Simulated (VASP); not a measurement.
# ZnSe (Stilleite) (F-43m) in VASP: a series of runs

ZnSe (Stilleite) is run at these levels: PBE; tasks: single point, relaxation of cell and atoms.

Everything below comes from runs of VASP 6.6.1. Logs are shortened: lines on timing, memory, paths and dates and some standing lists are left out, and cuts for length are marked.

## (1) The cell of the first run

Symmetry: F-43m, No. 216, cubic system. The conventional cell has a = 5.335 Å, b = 5.335 Å, c = 5.335 Å, α = 90.00°, β = 90.00°, γ = 90.00°. Within 3.1 Å of Zn (site symmetry -43m) lie 4 Se at 2.31 Å. Se (site symmetry -43m) has 4 Zn at 2.31 Å within 3.1 Å.

## (2) Single point, PBE

Input file INCAR:

```
PREC = Accurate ; ENCUT = 520
EDIFF = 1E-7 ; ISMEAR = 0
SIGMA = 0.01 ; LREAL = F
LASPH = T ; NELM = 60
ALGO = Normal ; ISIF = 2
LWAVE = F ; LCHARG = T
GGA = PE ; LELF = T
LVHAR = T ; NBANDS = 16
```

Input file KPOINTS:

```
Automatic mesh
0
Gamma
  7 7 7
```

Input file POSCAR:

```
ZnSe
1.0
    0.0000000000      2.6675133145      2.6675133145
    2.6675133145      0.0000000000      2.6675133145
    2.6675133145      2.6675133145      0.0000000000
Zn Se
1 1
Direct
    0.0000000000      0.0000000000      0.0000000000
    0.2500000000      0.2500000000      0.2500000000
```

Potentials or basis: VASP PAW PBE potentials, release 64 (Zn, Se).

On the command line:

```console
> cat potpaw_PBE.64/Zn/POTCAR potpaw_PBE.64/Se/POTCAR > POTCAR
> mpirun -np 1 vasp_std > vasp.out
```

OUTCAR:

```text
PREC = Accurate
   ENCUT = 520
   EDIFF = 1E-7
   ISMEAR = 0
   LREAL = F
   LASPH = T
   NELM = 60
   ISIF = 2
   GGA = PE

 ion  position               nearest neighbor table
   1  0.000  0.000  0.000-   2 2.31   2 2.31   2 2.31   2 2.31
   2  0.250  0.250  0.250-   1 2.31   1 2.31   1 2.31   1 2.31

  LATTYP: Found a face centered cubic cell.
 ALAT       =     5.3350266290

  Lattice vectors:

 A1 = (   0.0000000000,   2.6675133145,   2.6675133145)
 A2 = (   2.6675133145,   0.0000000000,   2.6675133145)
 A3 = (   2.6675133145,   2.6675133145,   0.0000000000)

Analysis of symmetry for initial positions (statically):
=====================================================================
 Subroutine PRICEL returns:
 Original cell was already a primitive cell.

 Routine SETGRP: Setting up the symmetry group for a
 face centered cubic supercell.

 Subroutine GETGRP returns: Found 24 space group operations
 (whereof 24 operations were pure point group operations)
 out of a pool of 48 trial point group operations.

The static configuration has the point symmetry T_d .

Analysis of symmetry for dynamics (positions and initial velocities):
=====================================================================
 Subroutine PRICEL returns:
 Original cell was already a primitive cell.

 Routine SETGRP: Setting up the symmetry group for a
 face centered cubic supercell.

 Subroutine GETGRP returns: Found 24 space group operations
 (whereof 24 operations were pure point group operations)
 out of a pool of 48 trial point group operations.

The dynamic configuration has the point symmetry T_d .

 Subroutine INISYM returns: Found 24 space group operations
 (whereof 24 operations are pure point group operations),
 and found     1 'primitive' translations

----------------------------------------------------------------------------------------

                                     Primitive cell

  volume of cell :      37.9621

  direct lattice vectors                    reciprocal lattice vectors
     0.000000000  2.667513314  2.667513314    -0.187440489  0.187440489  0.187440489
     2.667513314  0.000000000  2.667513314     0.187440489 -0.187440489  0.187440489
     2.667513314  2.667513314  0.000000000     0.187440489  0.187440489 -0.187440489

  length of vectors
     3.772433507  3.772433507  3.772433507     0.324656450  0.324656450  0.324656450

  position of ions in fractional coordinates (direct lattice)
     0.000000000  0.000000000  0.000000000
     0.250000000  0.250000000  0.250000000

  ion indices of the primitive-cell ions
   primitive index   ion index
                 1           1
                 2           2

----------------------------------------------------------------------------------------

 KPOINTS: Automatic mesh

Automatic generation of k-mesh.
 Grid dimensions read from file:
 generate k-points for:    7    7    7

 Generating k-lattice:

  Cartesian coordinates                     Fractional coordinates (reciprocal lattice)
    -0.026777213  0.026777213  0.026777213     0.142857143  0.000000000  0.000000000
     0.026777213 -0.026777213  0.026777213     0.000000000  0.142857143  0.000000000
     0.026777213  0.026777213 -0.026777213     0.000000000  0.000000000  0.142857143

  Length of vectors
     0.046379493  0.046379493  0.046379493

  Shift w.r.t. Gamma in fractional coordinates (k-lattice)
     0.000000000  0.000000000  0.000000000

 Subroutine IBZKPT returns following result:
 ===========================================

 Found     20 irreducible k-points:

 Following reciprocal coordinates:
            Coordinates               Weight
  0.000000  0.000000  0.000000      1.000000
  0.142857  0.000000  0.000000      8.000000
  0.285714  0.000000  0.000000      8.000000
  0.428571  0.000000  0.000000      8.000000
  0.142857  0.142857  0.000000      6.000000
  0.285714  0.142857  0.000000     24.000000
[... 12 lines left out ...]
 -0.428571  0.428571  0.142857     24.000000
 -0.285714  0.428571  0.142857     24.000000
   k-points           NKPTS =     20   k-points in BZ     NKDIM =     20   number of bands    NBANDS=     16
   number of dos      NEDOS =    301   number of ions     NIONS =      2
   total plane-waves  NPLWV =  21952
   dimension x,y,z NGX =    28 NGY =   28 NGZ =   28
   dimension x,y,z NGXF=    56 NGYF=   56 NGZF=   56
   ions per type =               1   1
   NGX,Y,Z   is equivalent  to a cutoff of  12.34, 12.34, 12.34 a.u.
   NGXF,Y,Z  is equivalent  to a cutoff of  24.68, 24.68, 24.68 a.u.
 SYSTEM =  unknown system
   PREC   = accura    normal or accurate (medium, high low for compatibility)
   ISTART =      0    job   : 0-new  1-cont  2-samecut
   ICHARG =      2    charge: 1-file 2-atom 10-const
   ISPIN  =      1    spin polarized calculation?
   LNONCOLLINEAR =      F non collinear calculations
   LSORBIT =      F    spin-orbit coupling
   LASPH  =      T    aspherical Exc in radial PAW
   ENCUT  =  520.0 eV  38.22 Ry    6.18 a.u.   7.01  7.01  7.01*2*pi/ulx,y,z
   NELM   =     60;   NELMIN=  2; NELMDL= -5     # of ELM steps
   EDIFF  = 0.1E-06   stopping-criterion for ELM
   LREAL  =      F    real-space projection
   EDIFFG = 0.1E-05   stopping-criterion for IOM
   NSW    =      0    number of steps for IOM
   IBRION =     -1    ionic relax: 0-MD 1-quasi-New 2-CG
   NFREE  =      0    steps in history (QN), initial steepest desc. (CG)
   ISIF   =      2    stress and relaxation
   ISYM   =      2    0-nonsym 1-usesym 2-fastsym
   POTIM  = 0.5000    time-step for ionic-motion
   TEBEG  =    0.0;   TEEND  =   0.0 temperature during run
   PSTRESS=    0.0 pullay stress
   NELECT =      18.0000    total number of electrons
   NUPDOWN=      -1.0000    fix difference up-down
   EMIN   =  10.00;   EMAX   =-10.00  energy-range for DOS
   EFERMI =   0.00;   METHOD = LEGACY
   ISMEAR =     0;   SIGMA  =   0.01  broadening in eV -4-tet -1-fermi 0-gaus
   EFERMI_NEDOS =   21; number of points for ismear=-14 and -15
   IALGO  =     38    algorithm
   IMIX   =      4    mixing-type and parameters
     AMIX     =   0.40;   BMIX     =  1.00
     AMIX_MAG =   1.60;   BMIX_MAG =  1.00
  volume/ion in A,a.u.               =      18.98       128.09
  Fermi-wavevector in a.u.,A,eV,Ry     =   1.276583  2.412392 22.172928  1.629664
  Thomas-Fermi vector in A             =   2.409231
   LORBIT       =      0    0 simple, 1 ext, 2 COOP (PROOUT), +10 PAW based schemes
   GGA     = PE    functional components
   LHFCALC =     F    Hartree Fock is set to
   AEXX    =    0.0000 exact exchange contribution
   IVDW    =     0    specifies the selected vdW correction
   LEPSILON=     F    determine dielectric tensor
   LRPA    =     F    only Hartree local field effects (RPA)
 non-spin polarized calculation
 Gauss-broadening in eV      SIGMA  =   0.01
  energy-cutoff  :      520.00
  volume of cell :       37.96
 maximum number of plane-waves:      1032
   NGX = 13   NGY = 13   NGZ = 13

 number of electron      18.0000019 magnetization

 Free energy of the ion-electron system (eV)
  ---------------------------------------------------
  ext. energy  EPLUGINS =         0.00000000
  ---------------------------------------------------
  free energy    TOTEN  =        -5.54601287 eV

  energy without entropy =       -5.54601287  energy(sigma->0) =       -5.54601287

 E-fermi :   3.4143     XC(G=0): -10.1763

 val. band max:        3.3566386338   @ k =   0.0000   0.0000   0.0000
 cond. band min:       5.4306545964   @ k =   0.0000   0.0000   0.0000
 fundamental gap:      2.0740159626
 Fermi energy:         3.4143124125

 k-point     1 :       0.0000    0.0000    0.0000
  band No.  band energies     occupation
      1     -11.2535      2.00000
      2      -4.0353      2.00000
      3      -4.0353      2.00000
      4      -4.0353      2.00000
      5      -3.4794      2.00000
      6      -3.4794      2.00000
[... 8 lines left out ...]
     15      15.1771      0.00000
     16      15.1771      0.00000

 k-point     2 :       0.1429    0.0000    0.0000
  band No.  band energies     occupation
      1     -11.0730      2.00000
      2      -4.0433      2.00000
      3      -4.0056      2.00000
      4      -4.0056      2.00000
      5      -3.4826      2.00000
      6      -3.4826      2.00000
[... 8 lines left out ...]
     15      14.0966      0.00000
     16      14.8858      0.00000

 k-point     3 :       0.2857    0.0000    0.0000
  band No.  band energies     occupation
      1     -10.6173      2.00000
      2      -3.9880      2.00000
      3      -3.9475      2.00000
      4      -3.9475      2.00000
      5      -3.4769      2.00000
      6      -3.4769      2.00000
[... 8 lines left out ...]
     15      14.2299      0.00000
     16      14.2299      0.00000

 k-point     4 :       0.4286    0.0000    0.0000
  band No.  band energies     occupation
      1     -10.1822      2.00000
      2      -3.9134      2.00000
      3      -3.9134      2.00000
      4      -3.6299      2.00000
      5      -3.4549      2.00000
      6      -3.4549      2.00000
[... 8 lines left out ...]
     15      16.2705      0.00000
     16      16.2705      0.00000
[... 248 lines left out ...]
 k-point    18 :      -0.4286    0.2857    0.1429
  band No.  band energies     occupation
      1      -9.9281      2.00000
      2      -3.9194      2.00000
      3      -3.8338      2.00000
      4      -3.6219      2.00000
      5      -3.4670      2.00000
      6      -3.3028      2.00000
[... 8 lines left out ...]
     15      16.6006      0.00000
     16      18.0651      0.00000

 k-point    19 :      -0.4286    0.4286    0.1429
  band No.  band energies     occupation
      1      -9.7870      2.00000
      2      -4.0243      2.00000
      3      -3.7362      2.00000
      4      -3.6462      2.00000
      5      -3.4417      2.00000
      6      -3.2251      2.00000
[... 8 lines left out ...]
     15      17.7194      0.00000
     16      19.0537      0.00000

 k-point    20 :      -0.2857    0.4286    0.1429
  band No.  band energies     occupation
      1      -9.7419      2.00000
      2      -3.9372      2.00000
      3      -3.7455      2.00000
      4      -3.5595      2.00000
      5      -3.5067      2.00000
      6      -3.0589      2.00000
[... 8 lines left out ...]
     15      16.7741      0.00000
     16      19.6098      0.00000

------------------------ aborting loop because EDIFF is reached ----------------------------------------

  FORCE on cell =-STRESS in cart. coord.  units (eV):
  Direction    XX          YY          ZZ          XY          YZ          ZX
  --------------------------------------------------------------------------------------
  -------------------------------------------------------------------------------------
  Total        4.8445502      4.8445502      4.8445502     -0.0000000     -0.0000000     -0.0000000
  in kB      204.4627789    204.4627789    204.4627789     -0.0000000     -0.0000000     -0.0000000
  external PRESSURE =     204.4627789 kB  Pullay stress =       0.0000000 kB

 VOLUME and BASIS-vectors are now :
 -----------------------------------------------------------------------------
  energy-cutoff  :      520.00
  volume of cell :       37.96
      direct lattice vectors                 reciprocal lattice vectors
     0.000000000  2.667513314  2.667513314    -0.187440489  0.187440489  0.187440489
     2.667513314  0.000000000  2.667513314     0.187440489 -0.187440489  0.187440489
     2.667513314  2.667513314  0.000000000     0.187440489  0.187440489 -0.187440489

 POSITION                                       TOTAL-FORCE (eV/Angst)
 -----------------------------------------------------------------------------------
      0.00000      0.00000      0.00000        -0.000000      0.000000      0.000000
      1.33376      1.33376      1.33376         0.000000     -0.000000     -0.000000
 -----------------------------------------------------------------------------------
    total drift:                                0.000003      0.000003      0.000003

  FREE ENERGIE OF THE ION-ELECTRON SYSTEM (eV)
  ---------------------------------------------------
  free  energy   TOTEN  =        -5.5460128722 eV

  energy  without entropy=       -5.5460128722  energy(sigma->0) =       -5.54601287
```

Run time: 13 s. Hardware: 1 thread of Intel Xeon Platinum 8488C (Sapphire Rapids), shared host; peak memory 0.15 GiB.

What came out:

| Item | Value |
| --- | --- |
| Free energy | -5.5460 eV |
| Pressure | 20.4 GPa |
| Band gap on the k mesh | 2.07 eV, direct |

Levels at points of the mesh, in eV from the valence-band top:
```tsv
k point	band 5	band 6	band 7	band 8	band 9	band 10	band 11	band 12	band 13	band 14
(0.00, 0.00, 0.00)	-6.84	-6.84	0.00	0.00	0.00	2.07	5.68	5.68	5.68	10.62
```

## (3) Relaxation of cell and atoms, PBE, target pressure 20 GPa, at which the enthalpy is minimised

This run uses another cell than the first one, of 22.76 Å³/atom, 1.199 times its volume.

Input file INCAR:

```
ALGO = Normal ; EDIFF = 1E-6
EDIFFG = -0.01 ; ENCUT = 600
GGA = PE ; IBRION = 2
ISIF = 3 ; ISMEAR = 0
LASPH = True ; LCHARG = False
LREAL = False ; LWAVE = False
NELM = 100 ; NSW = 80
PREC = Accurate ; PSTRESS = 200.0
SIGMA = 0.01
```

Input file KPOINTS:

```
k-points
0
Gamma
  7 7 7
```

Input file POSCAR:

```
ZnSe
1.0
    0.0000000000      2.8338000000      2.8338000000
    2.8338000000      0.0000000000      2.8338000000
    2.8338000000      2.8338000000      0.0000000000
Zn Se
1 1
Direct
    0.0000000000      0.0000000000      0.0000000000
    0.2500000000      0.2500000000      0.2500000000
```

Potentials or basis: VASP PAW PBE potentials, release 64 (Zn, Se).

On the command line:

```console
> cat potpaw_PBE.64/Zn/POTCAR potpaw_PBE.64/Se/POTCAR > POTCAR
> mpirun -np 1 vasp_std > vasp.out
```

Run time: 60 s. Hardware: 1 thread of Intel Xeon Platinum 8488C (Sapphire Rapids), shared host; peak memory 0.19 GiB.

It converged, with:

```
Free energy                                            : -5.5611 eV
Relaxed volume                                         : 19.04 Å³/atom
Relaxed cell                                           : a = 3.776 Å, b = 3.776 Å, c = 3.776 Å, α = 60.00°, β = 60.00°, γ = 60.00°
Space group after relaxing (to 0.05 Å)                 : F-43m (No. 216)
Energy change on relaxing (the enthalpy is what falls) : +228.7 meV/atom
Ionic steps                                            : 7
Pressure after relaxing                                : 20.0 GPa
Band gap on the k mesh                                 : 2.06 eV, direct
```

Step by step:
```tsv
step	energy change (eV)	largest force (eV/Å)	pressure (GPa)	volume (Å³)
1	0.0000	0.0000	2.34	45.51
2	2.1622	0.0000	63.08	30.91
3	0.4193	0.0000	18.87	38.39
4	0.4498	0.0000	19.84	38.14
5	0.4671	0.0000	20.26	38.00
6	0.4478	0.0000	19.76	38.15
7	0.4575	0.0000	19.99	38.07
```

Final structure:
```cif
data_structure
_symmetry_space_group_name_H-M 'P 1'
_symmetry_Int_Tables_number 1
_cell_length_a 3.7761
_cell_length_b 3.7761
_cell_length_c 3.7761
_cell_angle_alpha 60.000
_cell_angle_beta 60.000
_cell_angle_gamma 60.000
_cell_volume 38.07
loop_
_atom_site_label
_atom_site_type_symbol
_atom_site_fract_x
_atom_site_fract_y
_atom_site_fract_z
_atom_site_occupancy
Zn1 Zn 0.00000 0.00000 0.00000 1
Se1 Se 0.25000 0.25000 0.25000 1
```

Levels at points of the mesh, in eV from the valence-band top:
```csv
k point,band 7,band 8,band 9,band 10,band 11,band 12
"(0.00, 0.00, 0.00)",0.00,0.00,0.00,2.06,5.68,5.68
```

Caveat: the cell is relaxed towards a set pressure, so the enthalpy falls and the energy may rise; the volume moved by over 15 % at a fixed basis, so the end points are rough.

(Part 1 of 2 ends here.)
